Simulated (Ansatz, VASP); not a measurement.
# LiF in VASP and in Ansatz

Contents of POSCAR:

```
LiF
1.0
    2.5472084227      0.0000000000      0.0000000000
    0.0000000000      2.5162584438      0.0000000000
    0.0000000000      0.0000000000      2.5162584438
Li F
1 1
Direct
    0.0000000000      0.0000000000      0.0000000000
    0.5000000000      0.5000000000      0.5000000000
```

The input INCAR.step1:

```
SYSTEM = LiF
PREC     = Accurate       ! precision mode
ENCUT    = 910            ! plane-wave cutoff, eV
ISMEAR   = 0              ! smearing method
SIGMA    = 0.01           ! smearing width, eV
LREAL    = .FALSE.        ! projectors in reciprocal space
LASPH    = .TRUE.         ! aspherical terms in the spheres
NELM     = 120            ! most SCF steps
NBANDS   = 12             ! bands
GGA      = PE             ! functional
ALGO     = Normal         ! electronic algorithm
EDIFF    = 1E-5           ! SCF threshold, eV
LWAVE    = .TRUE.         ! write WAVECAR
LCHARG   = .FALSE.        ! write CHGCAR
GGA_COMPAT= .FALSE.
```

The input INCAR.step2:

```
SYSTEM = LiF
PREC     = Accurate       ! precision mode
ENCUT    = 910            ! plane-wave cutoff, eV
EDIFF    = 1E-6           ! SCF threshold, eV
ISMEAR   = 0              ! smearing method
SIGMA    = 0.01           ! smearing width, eV
LREAL    = .FALSE.        ! projectors in reciprocal space
LASPH    = .TRUE.         ! aspherical terms in the spheres
NELM     = 120            ! most SCF steps
ALGO     = Normal         ! electronic algorithm
ISIF     = 2              ! what is computed and relaxed
LWAVE    = .FALSE.        ! write WAVECAR
LCHARG   = .FALSE.        ! write CHGCAR
METAGGA  = R2SCAN         ! meta-GGA
LMIXTAU  = .TRUE.       
NBANDS   = 12             ! bands
ISTART   = 1            
GGA_COMPAT= .FALSE.
```

File KPOINTS:

```
Automatic mesh
0
G
  10 10 10
  0 0 0
```

Input for Ansatz:

```yaml
crystal:
  lattice:
    - [2.5472084227, 0.0, 0.0]
    - [0.0, 2.5162584438, 0.0]
    - [0.0, 0.0, 2.5162584438]
  atoms:
    - { symbol: Li, position: [0.0, 0.0, 0.0] }
    - { symbol: F, position: [0.5, 0.5, 0.5] }
kpoints:
  mp_grid: { grid: [10, 10, 10] }
  band_path:
    path:
      - [0.0, 0.0, 0.0]
      - [0.0, 0.5, 0.0]
      - [0.5, 0.5, 0.0]
      - [0.5, 0.5, 0.5]
      - [0.5, 0.0, 0.5]
    npoints: 1
hamiltonian:
  xc: r2scan
scf:
  occupations: { method: fixed }
  n_extra_bands: 4
output:
  forces: true
  stress: true
  eigenvalues: true
```

Change from the starting cell: uniaxial_x strain +1.2%.

Alike in both runs: task single point; functional r2SCAN; k mesh 10 × 10 × 10; no spin polarisation.

```csv
,VASP,Ansatz
version,VASP 6.6.1,Ansatz 0.2.0
potentials or method,"VASP PAW PBE potentials, release 64 (Li_sv, F_h)","plane waves, PAW"
plane-wave cutoff (eV),910,500
occupations,"gaussian, width 0.01 eV",fixed
valence electrons in the cell,10,10
```

Ansatz gave:

- gap on the k mesh at the Fermi level (eV): 8.77

**Question.** Estimate VASP's values.

**Answer.** gap on the k mesh at the Fermi level (eV): 8.95.

VASP's potentials were made for PBE, not for r2SCAN.

Noted on VASP's run: the cutoff is short for stress, so the pressure is rough.
